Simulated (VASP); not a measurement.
# TiO2 (P4_2/mnm) in VASP: a series of runs

Runs on TiO2. Level: PBEsol. Tasks: single point.

All numbers are computed with VASP 6.6.1; they aren't measurements. Logs are shortened: lines on timing, memory, paths and dates and some standing lists are left out, and cuts for length are marked.

**1. The cell of the first run**

Symmetry: P4_2/mnm, No. 136, tetragonal system. Conventional cell: a = 4.683 Å, b = 4.683 Å, c = 2.904 Å, α = 90.00°, β = 90.00°, γ = 90.00°. Ti (site symmetry mmm) has 6 O at 1.95 to 2.02 Å within 2.6 Å. Within 2.6 Å of O (site symmetry m2m) lie 3 Ti at 1.95 to 2.02 Å and 1 O at 2.59 Å.

**2. Single point, PBEsol (in-plane strain +0.02)**

The input, INCAR:

```
  ALGO = Normal
  EDIFF = 1E-7
  ENCUT = 520
  GGA = PS
  ISIF = 2
  ISMEAR = 0
  LASPH = True
  LCHARG = False
  LREAL = False
  LWAVE = False
  NBANDS = 33
  NELM = 80
  PREC = Accurate
  SIGMA = 0.01
```

The input, KPOINTS:

```
k-points
0
Gamma
  6 6 8
```

The input, POSCAR:

```
TiO2
1.0
    4.6830829121      0.0000000000      0.0000000000
    0.0000000000      4.6830829121      0.0000000000
    0.0000000000      0.0000000000      2.9037219772
Ti O
2 4
Direct
    0.0000000000      0.0000000000      0.0000000000
    0.5000000000      0.5000000000      0.5000000000
    0.3044381815      0.3044381815      0.0000000000
    0.1955618185      0.8044381815      0.5000000000
    0.6955618185      0.6955618185      0.0000000000
    0.8044381815      0.1955618185      0.5000000000
```

Potentials or basis: VASP PAW PBE potentials, release 64 (Ti_sv, O).

Run with:

```bash
> cat potpaw_PBE.64/Ti_sv/POTCAR potpaw_PBE.64/O/POTCAR > POTCAR
> mpirun -np 1 vasp_std > vasp.out
```

OUTCAR:

```text
EDIFF = 1E-7
   ENCUT = 520
   GGA = PS
   ISIF = 2
   ISMEAR = 0
   LASPH = True
   LREAL = False
   NELM = 80
   PREC = Accurate

 ion  position               nearest neighbor table
   1  0.000  0.000  0.000-   4 1.95   6 1.95   4 1.95   6 1.95   5 2.02   3 2.02
   2  0.500  0.500  0.500-   3 1.95   5 1.95   3 1.95   5 1.95   4 2.02   6 2.02
   3  0.304  0.304  0.000-   2 1.95   2 1.95   1 2.02
   4  0.196  0.804  0.500-   1 1.95   1 1.95   2 2.02
   5  0.696  0.696  0.000-   2 1.95   2 1.95   1 2.02
   6  0.804  0.196  0.500-   1 1.95   1 1.95   2 2.02

  LATTYP: Found a simple tetragonal cell.
 ALAT       =     4.6830829121
 C/A-ratio  =     0.6200449643

  Lattice vectors:

 A1 = (   4.6830829121,   0.0000000000,   0.0000000000)
 A2 = (   0.0000000000,   4.6830829121,   0.0000000000)
 A3 = (   0.0000000000,   0.0000000000,   2.9037219772)

Analysis of symmetry for initial positions (statically):
=====================================================================
 Subroutine PRICEL returns:
 Original cell was already a primitive cell.

 Routine SETGRP: Setting up the symmetry group for a
 simple tetragonal supercell.

 Subroutine GETGRP returns: Found 16 space group operations
 (whereof  8 operations were pure point group operations)
 out of a pool of 16 trial point group operations.

The static configuration has the point symmetry D_2h.
 The point group associated with its full space group is D_4h.

Analysis of symmetry for dynamics (positions and initial velocities):
=====================================================================
 Subroutine PRICEL returns:
 Original cell was already a primitive cell.

 Routine SETGRP: Setting up the symmetry group for a
 simple tetragonal supercell.

 Subroutine GETGRP returns: Found 16 space group operations
 (whereof  8 operations were pure point group operations)
 out of a pool of 16 trial point group operations.

The dynamic configuration has the point symmetry D_2h.
 The point group associated with its full space group is D_4h.

 Subroutine INISYM returns: Found 16 space group operations
 (whereof  8 operations are pure point group operations),
 and found     1 'primitive' translations

----------------------------------------------------------------------------------------

                                     Primitive cell

  volume of cell :      63.6823

  direct lattice vectors                    reciprocal lattice vectors
     4.683082912  0.000000000  0.000000000     0.213534550  0.000000000  0.000000000
     0.000000000  4.683082912  0.000000000     0.000000000  0.213534550  0.000000000
     0.000000000  0.000000000  2.903721977     0.000000000  0.000000000  0.344385588

  length of vectors
     4.683082912  4.683082912  2.903721977     0.213534550  0.213534550  0.344385588

  position of ions in fractional coordinates (direct lattice)
     0.000000000  0.000000000  0.000000000
     0.500000000  0.500000000  0.500000000
     0.304438181  0.304438181  0.000000000
     0.195561819  0.804438181  0.500000000
     0.695561819  0.695561819  0.000000000
     0.804438181  0.195561819  0.500000000

  ion indices of the primitive-cell ions
   primitive index   ion index
                 1           1
                 2           2
                 3           3
                 4           4
                 5           5
                 6           6

----------------------------------------------------------------------------------------

 KPOINTS: k-points

Automatic generation of k-mesh.
 Grid dimensions read from file:
 generate k-points for:    6    6    8

 Generating k-lattice:

  Cartesian coordinates                     Fractional coordinates (reciprocal lattice)
     0.035589092  0.000000000  0.000000000     0.166666667  0.000000000  0.000000000
     0.000000000  0.035589092  0.000000000     0.000000000  0.166666667  0.000000000
     0.000000000  0.000000000  0.043048198     0.000000000  0.000000000  0.125000000

  Length of vectors
     0.035589092  0.035589092  0.043048198

  Shift w.r.t. Gamma in fractional coordinates (k-lattice)
     0.000000000  0.000000000  0.000000000

 Subroutine IBZKPT returns following result:
 ===========================================

 Found     50 irreducible k-points:

 Following reciprocal coordinates:
            Coordinates               Weight
  0.000000  0.000000  0.000000      1.000000
  0.166667  0.000000  0.000000      4.000000
  0.333333  0.000000  0.000000      4.000000
  0.500000  0.000000  0.000000      2.000000
  0.166667  0.166667  0.000000      4.000000
  0.333333  0.166667  0.000000      8.000000
[... 16 lines left out ...]
  0.333333  0.000000  0.250000      8.000000
  0.500000  0.000000  0.250000      4.000000
 [... further k-points ...]
   k-points           NKPTS =     50   k-points in BZ     NKDIM =     50   number of bands    NBANDS=     33
   number of dos      NEDOS =    301   number of ions     NIONS =      6
   total plane-waves  NPLWV =  31104
   dimension x,y,z NGX =    36 NGY =   36 NGZ =   24
   dimension x,y,z NGXF=    72 NGYF=   72 NGZF=   48
   ions per type =               2   4
   NGX,Y,Z   is equivalent  to a cutoff of  12.78, 12.78, 13.74 a.u.
   NGXF,Y,Z  is equivalent  to a cutoff of  25.56, 25.56, 27.48 a.u.
 SYSTEM =  unknown system
   PREC   = accura    normal or accurate (medium, high low for compatibility)
   ISTART =      0    job   : 0-new  1-cont  2-samecut
   ICHARG =      2    charge: 1-file 2-atom 10-const
   ISPIN  =      1    spin polarized calculation?
   LNONCOLLINEAR =      F non collinear calculations
   LSORBIT =      F    spin-orbit coupling
   LASPH  =      T    aspherical Exc in radial PAW
   ENCUT  =  520.0 eV  38.22 Ry    6.18 a.u.   8.71  8.71  5.40*2*pi/ulx,y,z
   NELM   =     80;   NELMIN=  2; NELMDL= -5     # of ELM steps
   EDIFF  = 0.1E-06   stopping-criterion for ELM
   LREAL  =      F    real-space projection
   EDIFFG = 0.1E-05   stopping-criterion for IOM
   NSW    =      0    number of steps for IOM
   IBRION =     -1    ionic relax: 0-MD 1-quasi-New 2-CG
   NFREE  =      0    steps in history (QN), initial steepest desc. (CG)
   ISIF   =      2    stress and relaxation
   ISYM   =      2    0-nonsym 1-usesym 2-fastsym
   POTIM  = 0.5000    time-step for ionic-motion
   TEBEG  =    0.0;   TEEND  =   0.0 temperature during run
   PSTRESS=    0.0 pullay stress
   NELECT =      48.0000    total number of electrons
   NUPDOWN=      -1.0000    fix difference up-down
   EMIN   =  10.00;   EMAX   =-10.00  energy-range for DOS
   EFERMI =   0.00;   METHOD = LEGACY
   ISMEAR =     0;   SIGMA  =   0.01  broadening in eV -4-tet -1-fermi 0-gaus
   EFERMI_NEDOS =   21; number of points for ismear=-14 and -15
   IALGO  =     38    algorithm
   IMIX   =      4    mixing-type and parameters
     AMIX     =   0.40;   BMIX     =  1.00
     AMIX_MAG =   1.60;   BMIX_MAG =  1.00
  volume/ion in A,a.u.               =      10.61        71.62
  Fermi-wavevector in a.u.,A,eV,Ry     =   1.489872  2.815450 30.201111  2.219719
  Thomas-Fermi vector in A             =   2.602726
   LORBIT       =      0    0 simple, 1 ext, 2 COOP (PROOUT), +10 PAW based schemes
   GGA     = PS    functional components
   LHFCALC =     F    Hartree Fock is set to
   AEXX    =    0.0000 exact exchange contribution
   IVDW    =     0    specifies the selected vdW correction
   LEPSILON=     F    determine dielectric tensor
   LRPA    =     F    only Hartree local field effects (RPA)
 non-spin polarized calculation
 Gauss-broadening in eV      SIGMA  =   0.01
  energy-cutoff  :      520.00
  volume of cell :       63.68
 maximum number of plane-waves:      1763
 NGX is ok and might be reduce to    36
   NGX = 17   NGY = 17   NGZ = 11

 number of electron      48.0000012 magnetization

 Free energy of the ion-electron system (eV)
  ---------------------------------------------------
  ext. energy  EPLUGINS =         0.00000000
  ---------------------------------------------------
  free energy    TOTEN  =       -56.04897806 eV

  energy without entropy =      -56.04897806  energy(sigma->0) =      -56.04897806

 E-fermi :   4.5737     XC(G=0): -11.5820

 val. band max:        4.3916278493   @ k =   0.0000   0.0000   0.0000
 cond. band min:       6.2295884684   @ k =   0.0000   0.0000   0.0000
 fundamental gap:      1.8379606190
 Fermi energy:         4.5737269757

 k-point     1 :       0.0000    0.0000    0.0000
  band No.  band energies     occupation
      1     -52.1845      2.00000
      2     -52.1697      2.00000
      3     -28.5899      2.00000
      4     -28.5899      2.00000
      5     -28.4355      2.00000
      6     -28.4355      2.00000
[... 25 lines left out ...]
     32      11.0529      0.00000
     33      11.1648      0.00000

 k-point     2 :       0.1667    0.0000    0.0000
  band No.  band energies     occupation
      1     -52.1835      2.00000
      2     -52.1707      2.00000
      3     -28.5819      2.00000
      4     -28.5813      2.00000
      5     -28.4450      2.00000
      6     -28.4443      2.00000
[... 25 lines left out ...]
     32      10.9711      0.00000
     33      10.9872      0.00000

 k-point     3 :       0.3333    0.0000    0.0000
  band No.  band energies     occupation
      1     -52.1808      2.00000
      2     -52.1734      2.00000
      3     -28.5611      2.00000
      4     -28.5595      2.00000
      5     -28.4685      2.00000
      6     -28.4668      2.00000
[... 25 lines left out ...]
     32      10.8079      0.00000
     33      10.8395      0.00000

 k-point     4 :       0.5000    0.0000    0.0000
  band No.  band energies     occupation
      1     -52.1771      2.00000
      2     -52.1771      2.00000
      3     -28.5440      2.00000
      4     -28.5440      2.00000
      5     -28.4848      2.00000
      6     -28.4848      2.00000
[... 25 lines left out ...]
     32      10.3291      0.00000
     33      10.7399      0.00000

 k-point     5 :       0.1667    0.1667    0.0000
  band No.  band energies     occupation
      1     -52.1827      2.00000
      2     -52.1715      2.00000
      3     -28.5926      2.00000
      4     -28.5583      2.00000
      5     -28.4692      2.00000
      6     -28.4338      2.00000
[... 604 lines left out ...]
 k-point    22 :       0.1667    0.0000    0.2500
  band No.  band energies     occupation
      1     -52.1566      2.00000
      2     -52.1475      2.00000
      3     -28.6326      2.00000
      4     -28.6169      2.00000
      5     -28.5162      2.00000
      6     -28.5144      2.00000
[... 25 lines left out ...]
     32      10.1795      0.00000
     33      10.5706      0.00000

 k-point    23 :       0.3333    0.0000    0.2500
  band No.  band energies     occupation
      1     -52.1546      2.00000
      2     -52.1494      2.00000
      3     -28.6351      2.00000
      4     -28.6252      2.00000
      5     -28.4982      2.00000
      6     -28.4939      2.00000
[... 25 lines left out ...]
     32       9.7122      0.00000
     33      10.6879      0.00000

 k-point    24 :       0.5000    0.0000    0.2500
  band No.  band energies     occupation
      1     -52.1520      2.00000
      2     -52.1520      2.00000
      3     -28.6326      2.00000
      4     -28.6326      2.00000
      5     -28.4811      2.00000
      6     -28.4811      2.00000
[... 25 lines left out ...]
     32       9.5145      0.00000
     33      11.0418      0.00000

 [... further k-points ...]
[... 5 lines left out ...]
  --------------------------------------------------------------------------------------
  -------------------------------------------------------------------------------------
  Total       -2.6786219     -2.6786219      0.1932337     -0.0000000      0.0000000      0.0000000
  in kB      -67.3912131    -67.3912131      4.8615497     -0.0000000      0.0000000      0.0000000
  external PRESSURE =     -43.3069589 kB  Pullay stress =       0.0000000 kB

 VOLUME and BASIS-vectors are now :
 -----------------------------------------------------------------------------
  energy-cutoff  :      520.00
  volume of cell :       63.68
      direct lattice vectors                 reciprocal lattice vectors
     4.683082912  0.000000000  0.000000000     0.213534550  0.000000000  0.000000000
     0.000000000  4.683082912  0.000000000     0.000000000  0.213534550  0.000000000
     0.000000000  0.000000000  2.903721977     0.000000000  0.000000000  0.344385588

 POSITION                                       TOTAL-FORCE (eV/Angst)
 -----------------------------------------------------------------------------------
      0.00000      0.00000      0.00000        -0.000000      0.000000     -0.000000
      2.34154      2.34154      1.45186        -0.000000      0.000000     -0.000000
      1.42571      1.42571      0.00000         0.081400      0.081400      0.000000
      0.91583      3.76725      1.45186        -0.081400      0.081400     -0.000000
      3.25737      3.25737      0.00000        -0.081400     -0.081400     -0.000000
      3.76725      0.91583      1.45186         0.081400     -0.081400     -0.000000
 -----------------------------------------------------------------------------------
    total drift:                                0.000000      0.000000      0.000000

  FREE ENERGIE OF THE ION-ELECTRON SYSTEM (eV)
  ---------------------------------------------------
  free  energy   TOTEN  =       -56.0489780559 eV

  energy  without entropy=      -56.0489780559  energy(sigma->0) =      -56.04897806
```

Wall time 1.7 min (1 thread of Intel Xeon Platinum 8259CL at 2.50GHz (Skylake/Cascade Lake), shared host); peak memory 0.22 GiB.

Results:

- Free energy: -56.0490 eV
- Pressure: -4.3 GPa
- Largest force: 0.115 eV/Å
- Band gap on the k mesh: 1.84 eV

Forces in eV/Å, atoms in the order of the input:
```
Ti   0.000  0.000  0.000
Ti   0.000  0.000  0.000
O    0.081  0.081  0.000
O   -0.081  0.081  0.000
O   -0.081 -0.081  0.000
O    0.081 -0.081  0.000
```

Stress tensor (GPa, compression positive):
```
-6.74  0.00  0.00
 0.00 -6.74  0.00
 0.00  0.00  0.49
```

Caveat: the cell differs from its parent crystal (in-plane strain +0.02); the cell stands under tension; the PAW data sets were made with another functional, which shifts forces and pressure a little.

**3. Single point, PBEsol (film at in-plane strain +0.02)**

The input, INCAR:

```
ALGO     = Normal         # electronic algorithm
EDIFF    = 1E-6           # SCF threshold, eV
ENCUT    = 520            # plane-wave cutoff, eV
GGA      = PS             # functional
ISIF     = 2              # what is computed and relaxed
ISMEAR   = 0              # smearing method
LASPH    = T              # aspherical terms in the spheres
LCHARG   = F              # write CHGCAR
LREAL    = F              # projectors in reciprocal space
LWAVE    = F              # write WAVECAR
NBANDS   = 33             # bands
NELM     = 60             # most SCF steps
PREC     = Accurate       # precision mode
SIGMA    = 0.01           # smearing width, eV
```

KPOINTS is that of step 2.

The input, POSCAR:

```
TiO2
1.0
    4.6830829121      0.0000000000      0.0000000000
    0.0000000000      4.6830829121      0.0000000000
    0.0000000000      0.0000000000      2.9045559456
Ti O
2 4
Direct
    0.0000000000      0.0000000000      0.0000000000
    0.5000000000      0.5000000000      0.5000000000
    0.3056347319      0.3056347319      0.0000000000
    0.1943652681      0.8056347319      0.5000000000
    0.6943652681      0.6943652681      0.0000000000
    0.8056347319      0.1943652681      0.5000000000
```

Potentials or basis: VASP PAW PBE potentials, release 64 (Ti_sv, O).

Run with:

```bash
> cat potpaw_PBE.64/Ti_sv/POTCAR potpaw_PBE.64/O/POTCAR > POTCAR
> mpirun -np 1 vasp_std > vasp.out
```

It took 88 s on 1 thread of Intel Xeon Platinum 8259CL at 2.50GHz (Skylake/Cascade Lake), shared host; peak memory 0.22 GiB.

Results (log left out):

* Free energy: -56.0504 eV
* Pressure: -3.9 GPa
* Largest force: 0.035 eV/Å
* Band gap on the k mesh: 1.90 eV

Forces in eV/Å, atoms in the order of the input:
```
Ti   0.000  0.000  0.000
Ti   0.000  0.000  0.000
O   -0.025 -0.025  0.000
O    0.025 -0.025  0.000
O    0.025  0.025  0.000
O   -0.025  0.025  0.000
```

Stress tensor (GPa, compression positive):
```
-6.29  0.00  0.00
 0.00 -6.29  0.00
 0.00  0.00  0.85
```

Levels at points of the mesh, in eV from the valence-band top:
```
           k point  band 21  band 22  band 23  band 24  band 25  band 26  band 27  band 28
(0.00, 0.00, 0.00)    -0.50    -0.38    -0.38     0.00     1.90     2.15     2.62     2.66
(0.50, 0.00, 0.00)    -1.32    -1.32    -0.67    -0.67     2.56     2.56     3.10     3.10
(0.50, 0.50, 0.00)    -1.04    -1.04    -0.99    -0.99     1.92     1.92     2.67     2.67
(0.00, 0.00, 0.50)    -2.11    -2.11    -1.38    -1.38     2.96     2.96     3.48     3.48
(0.50, 0.00, 0.50)    -1.98    -1.98    -0.92    -0.92     1.96     1.96     3.49     3.49
(0.50, 0.50, 0.50)    -1.12    -1.12    -0.64    -0.64     2.62     2.62     3.25     3.25
```

Caveat: the cell differs from its parent crystal (film at in-plane strain +0.02); the cell stands under tension; the PAW data sets were made with another functional, which shifts forces and pressure a little. A k mesh can miss the band edges.
